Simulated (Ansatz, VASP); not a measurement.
# Two plane-wave programs on Al

INCAR

```
  PREC = Accurate
  ENCUT = 520
  EDIFF = 1E-7
  ISMEAR = 0
  SIGMA = 0.15
  LREAL = F
  LASPH = T
  NELM = 80
  ALGO = Normal
  ISIF = 2
  LWAVE = F
  LCHARG = F
  GGA = CA
  NBANDS = 8
```

KPOINTS

```
regular mesh
0
Gamma
  20 20 20
```

Contents of POSCAR:

```
Al
1.0
   -1.5514382228      1.5514382228      1.5912186900
    1.5514382228     -1.5514382228      1.5912186900
    1.5514382228      1.5514382228     -1.5912186900
Al
1
Direct
    0.0000000000      0.0000000000      0.0000000000
```

Input for Ansatz:

```yaml
crystal:
  lattice:
    - [-1.5514382228, 1.5514382228, 1.59121869]
    - [1.5514382228, -1.5514382228, 1.59121869]
    - [1.5514382228, 1.5514382228, -1.59121869]
  atoms:
    - { symbol: Al, position: [0.0, 0.0, 0.0] }
basis:
  ecutwfc: 420
kpoints:
  mp_grid: { grid: [20, 20, 20] }
hamiltonian:
  xc: lda
scf:
  occupations: { method: gaussian, width: 0.15 }
output:
  forces: true
  stress: true
  eigenvalues: true
```

Change from the starting cell: strain -0.025 along x and y, +0.000 along z, atoms carried along.

Alike in both runs: task single point; functional LDA; k mesh 20 × 20 × 20; occupations gaussian, width 0.15 eV; no spin polarisation.

|  | VASP | Ansatz |
| --- | --- | --- |
| version | VASP 6.6.1 | Ansatz 0.2.0 |
| potentials or method | VASP PAW LDA potentials, release 64 (Al), cutoff 520 eV | scalar-relativistic, plane waves, PAW |
| valence electrons in the cell | 3 | 3 |

|  | VASP | Ansatz | Ansatz less VASP |
| --- | --- | --- | --- |
| gap on the k mesh at the Fermi level (eV) | none | none | - |
| pressure (GPa) | 4.8 | 4.7 | -0.10 |
| traceless stress, the component that is largest in VASP (GPa) | 0.90 | 0.89 | -0.010 |

LDA's correlation is that of Perdew and Zunger in VASP and of Perdew and Wang (1992) in Ansatz. A gap of «none» marks a metal or a gap that the smearing closes.
